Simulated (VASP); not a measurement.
# ScIn3As2 (P6/mmm) in VASP: further runs

Runs on ScIn3As2. Level: PBE. Tasks: single point, relaxation of cell and atoms.

All numbers are computed with VASP 6.6.1; they aren't measurements. Logs are shortened: lines on timing, memory, paths and dates and some standing lists are left out, and cuts for length are marked.

**1. The cell of the first run**

Symmetry: P6/mmm, No. 191, hexagonal system. Conventional cell: a = 5.755 Å, b = 5.755 Å, c = 5.191 Å, α = 90.00°, β = 90.00°, γ = 120.00°. Within 4.4 Å of Sc (site symmetry 6/mmm) lie 6 As at 3.32 Å and 12 In at 3.88 Å. Within 3.9 Å of In (site symmetry mmm) lie 4 In at 2.88 Å and 4 As at 3.08 Å and 4 Sc at 3.88 Å. Within 4.1 Å of As (site symmetry -6m2) lie 6 In at 3.08 Å and 3 Sc at 3.32 Å and 3 As at 3.32 Å.

The cell was built from a structure type or drawn by symmetry, and may not be a known phase.

**2. Single point, PBE**

The input, INCAR:

```
ALGO     = Fast           # electronic algorithm
EDIFF    = 1E-6           # SCF threshold, eV
ENCUT    = 520            # plane-wave cutoff, eV
GGA      = PE             # functional
ISIF     = 2              # what is computed and relaxed
ISMEAR   = 0              # smearing method
LASPH    = True           # aspherical terms in the spheres
LCHARG   = False          # write CHGCAR
LREAL    = False          # projectors in reciprocal space
LWAVE    = False          # write WAVECAR
NBANDS   = 39             # bands
NELM     = 60             # most SCF steps
PREC     = Accurate       # precision mode
SIGMA    = 0.1            # smearing width, eV
```

The input, KPOINTS:

```
k-points
0
Gamma
  6 6 8
```

The input, POSCAR:

```
ScIn3As2
1.0
    5.7548894639      0.0000000000      0.0000000000
   -2.8774447319      4.9838804717      0.0000000000
    0.0000000000      0.0000000000      5.1911857205
Sc In As
1 3 2
Direct
    0.0000000000      0.0000000000      0.0000000000
    0.5000000000      0.0000000000      0.5000000000
    0.0000000000      0.5000000000      0.5000000000
    0.5000000000      0.5000000000      0.5000000000
    0.3333333333      0.6666666667      0.0000000000
    0.6666666667      0.3333333333      0.0000000000
```

Potentials or basis: VASP PAW PBE potentials, release 64 (Sc_sv, In_d, As).

Command:

```sh
> cat potpaw_PBE.64/Sc_sv/POTCAR potpaw_PBE.64/In_d/POTCAR potpaw_PBE.64/As/POTCAR > POTCAR
> mpirun -np 1 vasp_std > vasp.out
```

OUTCAR:

```text
EDIFF = 1E-6
   ENCUT = 520
   GGA = PE
   ISIF = 2
   ISMEAR = 0
   LASPH = True
   LREAL = False
   NELM = 60
   PREC = Accurate

 ion  position               nearest neighbor table
   1  0.000  0.000  0.000-
   2  0.500  0.000  0.500-   4 2.88   4 2.88   3 2.88   3 2.88   5 3.08   6 3.08   5 3.08   6 3.08

   3  0.000  0.500  0.500-   4 2.88   4 2.88   2 2.88   2 2.88   5 3.08   6 3.08   5 3.08   6 3.08

   4  0.500  0.500  0.500-   2 2.88   2 2.88   3 2.88   3 2.88   5 3.08   6 3.08   5 3.08   6 3.08

   5  0.333  0.667  0.000-   2 3.08   2 3.08   3 3.08   3 3.08   4 3.08   4 3.08
   6  0.667  0.333  0.000-   2 3.08   2 3.08   3 3.08   3 3.08   4 3.08   4 3.08

  LATTYP: Found a hexagonal cell.
 ALAT       =     5.7548894639
 C/A-ratio  =     0.9020478591

  Lattice vectors:

 A1 = (   5.7548894639,   0.0000000000,   0.0000000000)
 A2 = (  -2.8774447319,   4.9838804717,   0.0000000000)
 A3 = (   0.0000000000,   0.0000000000,   5.1911857205)

Analysis of symmetry for initial positions (statically):
=====================================================================
 Subroutine PRICEL returns:
 Original cell was already a primitive cell.

 Routine SETGRP: Setting up the symmetry group for a
 hexagonal supercell.

 Subroutine GETGRP returns: Found 24 space group operations
 (whereof 24 operations were pure point group operations)
 out of a pool of 24 trial point group operations.

The static configuration has the point symmetry D_6h.

Analysis of symmetry for dynamics (positions and initial velocities):
=====================================================================
 Subroutine PRICEL returns:
 Original cell was already a primitive cell.

 Routine SETGRP: Setting up the symmetry group for a
 hexagonal supercell.

 Subroutine GETGRP returns: Found 24 space group operations
 (whereof 24 operations were pure point group operations)
 out of a pool of 24 trial point group operations.

The dynamic configuration has the point symmetry D_6h.

 Subroutine INISYM returns: Found 24 space group operations
 (whereof 24 operations are pure point group operations),
 and found     1 'primitive' translations

----------------------------------------------------------------------------------------

[... 100 lines left out ...]
   EDIFF  = 0.1E-05   stopping-criterion for ELM
   LREAL  =      F    real-space projection
   EDIFFG = 0.1E-04   stopping-criterion for IOM
   NSW    =      0    number of steps for IOM
   IBRION =     -1    ionic relax: 0-MD 1-quasi-New 2-CG
   NFREE  =      0    steps in history (QN), initial steepest desc. (CG)
   ISIF   =      2    stress and relaxation
   ISYM   =      2    0-nonsym 1-usesym 2-fastsym
   POTIM  = 0.5000    time-step for ionic-motion
   TEBEG  =    0.0;   TEEND  =   0.0 temperature during run
   PSTRESS=    0.0 pullay stress
   NELECT =      60.0000    total number of electrons
   NUPDOWN=      -1.0000    fix difference up-down
   EMIN   =  10.00;   EMAX   =-10.00  energy-range for DOS
   EFERMI =   0.00;   METHOD = LEGACY
   ISMEAR =     0;   SIGMA  =   0.10  broadening in eV -4-tet -1-fermi 0-gaus
   EFERMI_NEDOS =   21; number of points for ismear=-14 and -15
   IALGO  =     68    algorithm
   IMIX   =      4    mixing-type and parameters
     AMIX     =   0.40;   BMIX     =  1.00
     AMIX_MAG =   1.60;   BMIX_MAG =  1.00
  volume/ion in A,a.u.               =      24.82       167.46
  Fermi-wavevector in a.u.,A,eV,Ry     =   1.209209  2.285074 19.894268  1.462187
  Thomas-Fermi vector in A             =   2.344794
   LORBIT       =      0    0 simple, 1 ext, 2 COOP (PROOUT), +10 PAW based schemes
   GGA     = PE    functional components
   LHFCALC =     F    Hartree Fock is set to
   AEXX    =    0.0000 exact exchange contribution
   IVDW    =     0    specifies the selected vdW correction
   LEPSILON=     F    determine dielectric tensor
   LRPA    =     F    only Hartree local field effects (RPA)
 non-spin polarized calculation
 RMM-DIIS sequential band-by-band and
 Gauss-broadening in eV      SIGMA  =   0.10
  energy-cutoff  :      520.00
  volume of cell :      148.89
 maximum number of plane-waves:      4051
 NGX is ok and might be reduce to    48
   NGX = 21   NGY = 21   NGZ = 19

 number of electron      59.9999971 magnetization

 Free energy of the ion-electron system (eV)
  ---------------------------------------------------
  ext. energy  EPLUGINS =         0.00000000
  ---------------------------------------------------
  free energy    TOTEN  =       -22.41866784 eV

  energy without entropy =      -22.40423609  energy(sigma->0) =      -22.41145197

 E-fermi :   6.2326     XC(G=0):  -9.9977

 val. band max:        6.2061100776   @ k =   0.0000   0.0000   0.1250
 cond. band min:       6.2644197869   @ k =   0.1667   0.0000   0.0000
 fundamental gap:      0.0583097093
 Fermi energy:         6.2326408998

 k-point     1 :       0.0000    0.0000    0.0000
  band No.  band energies     occupation
      1     -44.7868      2.00000
      2     -23.5256      2.00000
      3     -23.2890      2.00000
      4     -23.2890      2.00000
      5      -9.2971      2.00000
      6      -9.0661      2.00000
[... 997 lines left out ...]
     38       8.7500      0.00000
     39       9.4787      0.00000

 [... further k-points ...]

------------------------ aborting loop because EDIFF is reached ----------------------------------------

  FORCE on cell =-STRESS in cart. coord.  units (eV):
  Direction    XX          YY          ZZ          XY          YZ          ZX
  --------------------------------------------------------------------------------------
  -------------------------------------------------------------------------------------
  Total        0.0651578      0.0651578      0.0277537      0.0000000      0.0000000      0.0000000
  in kB        0.7011420      0.7011420      0.2986480      0.0000000      0.0000000      0.0000000
  external PRESSURE =       0.5669774 kB  Pullay stress =       0.0000000 kB

 VOLUME and BASIS-vectors are now :
 -----------------------------------------------------------------------------
  energy-cutoff  :      520.00
  volume of cell :      148.89
      direct lattice vectors                 reciprocal lattice vectors
     5.754889464  0.000000000  0.000000000     0.173765284  0.100323433  0.000000000
    -2.877444732  4.983880472  0.000000000     0.000000000  0.200646867  0.000000000
     0.000000000  0.000000000  5.191185721     0.000000000  0.000000000  0.192634218

 POSITION                                       TOTAL-FORCE (eV/Angst)
 -----------------------------------------------------------------------------------
      0.00000      0.00000      0.00000         0.000000      0.000000      0.000000
      2.87744      0.00000      2.59559        -0.000000      0.000000      0.000000
     -1.43872      2.49194      2.59559        -0.000000      0.000000      0.000000
      1.43872      2.49194      2.59559        -0.000000      0.000000      0.000000
     -0.00000      3.32259      0.00000         0.000000      0.000000      0.000000
      2.87744      1.66129      0.00000        -0.000000     -0.000000     -0.000000
 -----------------------------------------------------------------------------------
    total drift:                                0.000000     -0.000000     -0.000000

  FREE ENERGIE OF THE ION-ELECTRON SYSTEM (eV)
  ---------------------------------------------------
  free  energy   TOTEN  =       -22.4186678394 eV

  energy  without entropy=      -22.4042360949  energy(sigma->0) =      -22.41145197
```

stdout:

```text
POSCAR found type information on POSCAR ScInAs
 POSCAR found :  3 types and       6 ions
 scaLAPACK will be used
 LDA part: xc-table for (Slater+PW92), standard interpolation
 POSCAR, INCAR and KPOINTS ok, starting setup
 FFT: planning ... GRIDC
 FFT: planning ... GRID_SOFT
 FFT: planning ... GRID
 WAVECAR not read
 entering main loop
```

Wall time 3.8 min (1 thread of Intel Xeon 6975P-C (Granite Rapids), shared host); peak memory 0.41 GiB.

What came out:

```
Free energy            : -22.4187 eV
Pressure               : 0.1 GPa
Band gap on the k mesh : zero (bands 30 and 31 overlap by 1.54 eV)
```

Caveat: spin-orbit coupling is left out, which moves the levels of the heavy elements.

**3. Relaxation of cell and atoms, PBE**

This run uses another cell than the first one, of 23.41 Å³/atom.

The input, INCAR:

```
SYSTEM = ScIn3As2
  ALGO = Fast
  EDIFF = 1E-6
  EDIFFG = -0.04
  ENCUT = 600
  GGA = PE
  IBRION = 2
  ISIF = 3
  ISMEAR = 0
  LASPH = .TRUE.
  LCHARG = .FALSE.
  LREAL = .FALSE.
  LWAVE = .FALSE.
  NELM = 100
  NSW = 90
  PREC = Accurate
  SIGMA = 0.1
```

The input, KPOINTS:

```
k-points
0
G
  3 3 4
  0 0 0
```

The input, POSCAR:

```
ScIn3As2
1.0
    6.1383462000      0.0000000000      0.0000000000
   -3.0691731000      5.3159637400      0.0000000000
    0.0000000000      0.0000000000      4.3042279300
Sc In As
1 3 2
Direct
    0.0000000000      0.0000000000      0.0000000000
    0.5000000000      0.0000000000      0.5000000000
    0.0000000000      0.5000000000      0.5000000000
    0.5000000000      0.5000000000      0.5000000000
    0.3333333300      0.6666666700      0.0000000000
    0.6666666700      0.3333333300      0.0000000000
```

Potentials or basis: VASP PAW PBE potentials, release 64 (Sc_sv, In_d, As).

Command:

```sh
> cat potpaw_PBE.64/Sc_sv/POTCAR potpaw_PBE.64/In_d/POTCAR potpaw_PBE.64/As/POTCAR > POTCAR
> mpirun -np 1 vasp_std > vasp.out
```

OUTCAR:

```text
SYSTEM = ScIn3As2
   EDIFF = 1E-6
   EDIFFG = -0.04
   ENCUT = 600
   GGA = PE
   IBRION = 2
   ISIF = 3
   ISMEAR = 0
   LASPH = .TRUE.
   LREAL = .FALSE.
   NELM = 100
   NSW = 90
   PREC = Accurate

 ion  position               nearest neighbor table
   1  0.000  0.000  0.000-
   2  0.500  0.000  0.500-   5 2.79   6 2.79   5 2.79   6 2.79   3 3.07   4 3.07   4 3.07   3 3.07

   3  0.000  0.500  0.500-   5 2.79   6 2.79   5 2.79   6 2.79   2 3.07   2 3.07   4 3.07   4 3.07

   4  0.500  0.500  0.500-   5 2.79   6 2.79   5 2.79   6 2.79   2 3.07   2 3.07   3 3.07   3 3.07

   5  0.333  0.667  0.000-   2 2.79   2 2.79   3 2.79   3 2.79   4 2.79   4 2.79
   6  0.667  0.333  0.000-   2 2.79   2 2.79   3 2.79   3 2.79   4 2.79   4 2.79

  LATTYP: Found a hexagonal cell.
 ALAT       =     6.1383462000
 C/A-ratio  =     0.7012031889

  Lattice vectors:

 A1 = (   6.1383462000,   0.0000000000,   0.0000000000)
 A2 = (  -3.0691731000,   5.3159637400,   0.0000000000)
 A3 = (   0.0000000000,   0.0000000000,   4.3042279300)

Analysis of symmetry for initial positions (statically):
=====================================================================
 Subroutine PRICEL returns:
 Original cell was already a primitive cell.

 Routine SETGRP: Setting up the symmetry group for a
 hexagonal supercell.

 Subroutine GETGRP returns: Found 24 space group operations
 (whereof 24 operations were pure point group operations)
 out of a pool of 24 trial point group operations.
[... 272 lines left out ...]
  free  energy   TOTEN  =       -22.0665844844 eV

  energy  without entropy=      -22.0366080545  energy(sigma->0) =      -22.05159627

[... ionic steps 4 to 16 ...]

--------------------------------------- Ionic step       17  -------------------------------------------

 number of electron      59.9999971 magnetization

------------------------ aborting loop because EDIFF is reached ----------------------------------------
[... 35 lines left out ...]
--------------------------------------- Ionic step       18  -------------------------------------------

 number of electron      59.9999972 magnetization

 E-fermi :   6.1512     XC(G=0):  -9.9515

 val. band max:        6.1084663118   @ k =   0.0000   0.0000   0.2500
 cond. band min:       6.1774349287   @ k =   0.3333  -0.0000   0.2500
 fundamental gap:      0.0689686169
 Fermi energy:         6.1511808976

 k-point     1 :       0.0000    0.0000    0.0000
  band No.  band energies     occupation
      1     -44.8546      2.00000
      2     -23.6338      2.00000
      3     -23.3337      2.00000
      4     -23.3337      2.00000
      5      -9.4779      2.00000
      6      -9.2420      2.00000
[... 379 lines left out ...]
--------------------------------------- Ionic step       19  -------------------------------------------

 number of electron      59.9999970 magnetization

 Free energy of the ion-electron system (eV)
  ---------------------------------------------------
  ext. energy  EPLUGINS =         0.00000000
  ---------------------------------------------------
  free energy    TOTEN  =       -22.57906557 eV

  energy without entropy =      -22.55407411  energy(sigma->0) =      -22.56656984

 E-fermi :   6.2539     XC(G=0): -10.0027

 val. band max:        6.2179234674   @ k =   0.0000   0.0000   0.2500
 cond. band min:       6.2772796987   @ k =   0.3333  -0.0000   0.2500
 fundamental gap:      0.0593562313
 Fermi energy:         6.2539257308

 k-point     1 :       0.0000    0.0000    0.0000
  band No.  band energies     occupation
      1     -44.7222      2.00000
      2     -23.5063      2.00000
      3     -23.1994      2.00000
      4     -23.1994      2.00000
      5      -9.4138      2.00000
      6      -9.1666      2.00000
[... 373 lines left out ...]
  FREE ENERGIE OF THE ION-ELECTRON SYSTEM (eV)
  ---------------------------------------------------
  free  energy   TOTEN  =       -22.5790655670 eV

  energy  without entropy=      -22.5540741107  energy(sigma->0) =      -22.56656984

 reached required accuracy - stopping structural energy minimisation
```

It took 15 min on 1 thread of Intel Xeon 6975P-C (Granite Rapids), shared host; peak memory 0.35 GiB.

Results:

- Free energy: -22.5791 eV
- Relaxed volume: 24.77 Å³/atom
- Relaxed cell: a = 5.703 Å, b = 5.703 Å, c = 5.277 Å, α = 90.00°, β = 90.00°, γ = 120.00°
- Space group after relaxing (to 0.1 Å): P6/mmm (No. 191)
- Energy gained by relaxing: 137.1 meV/atom
- Ionic steps: 19
- Pressure after relaxing: 0.1 GPa
- Band gap on the k mesh: zero (bands 30 and 31 overlap by 1.40 eV)

The path:
| step | energy change (eV) | largest force (eV/Å) | pressure (GPa) | volume (Å³) |
| --- | --- | --- | --- | --- |
| 1 | 0.0000 | 0.0000 | 6.58 | 140.45 |
| 2 | -0.2806 | 0.0000 | -1.98 | 160.86 |
| 3 | -0.3102 | 0.0000 | -0.28 | 155.36 |
| 4 | -0.3101 | 0.0000 | -0.38 | 155.67 |
| 5 | -0.3350 | 0.0000 | -0.37 | 155.02 |
| 6 | -0.4157 | 0.0000 | -0.21 | 152.94 |
| 7 | -0.6778 | 0.0000 | 0.36 | 148.12 |
| 8 | -0.2871 | 0.0000 | 7.70 | 136.18 |
| 9 | -0.7455 | 0.0000 | 1.03 | 146.10 |
| 10 | -0.7308 | 0.0000 | 3.42 | 141.37 |
| 11 | -0.7883 | 0.0000 | 1.88 | 143.99 |
| 12 | -0.7850 | 0.0000 | 2.25 | 143.21 |
| 13 | -0.7878 | 0.0000 | 2.08 | 143.53 |
| 14 | -0.7980 | 0.0000 | 1.76 | 144.34 |
| 15 | -0.7986 | 0.0000 | 1.73 | 144.56 |
| 16 | -0.8100 | 0.0000 | 1.20 | 145.68 |
| 17 | -0.8197 | 0.0000 | 0.57 | 147.22 |
| 18 | -0.8192 | 0.0000 | -0.66 | 150.34 |
| 19 | -0.8227 | 0.0000 | 0.07 | 148.62 |

Final structure:
```yaml
crystal:
  lattice:
    - [5.70284, 0.00000, 0.00000]
    - [-2.85142, 4.93880, 0.00000]
    - [0.00000, 0.00000, 5.27661]
  atoms:
    - { symbol: Sc, position: [0.00000, 0.00000, 0.00000] }
    - { symbol: In, position: [0.50000, 0.00000, 0.50000] }
    - { symbol: In, position: [0.00000, 0.50000, 0.50000] }
    - { symbol: In, position: [0.50000, 0.50000, 0.50000] }
    - { symbol: As, position: [0.33333, 0.66667, 0.00000] }
    - { symbol: As, position: [0.66667, 0.33333, 0.00000] }
```

Caveat: the k points lie up to 0.42 Å⁻¹ apart in the final cell, too coarse for converged energies and pressures of a metal; a cell axis changed by over 15 % at a fixed basis, so the end point is rough; spin-orbit coupling is left out, which moves the levels of the heavy elements.

[end of part 1 of 2]
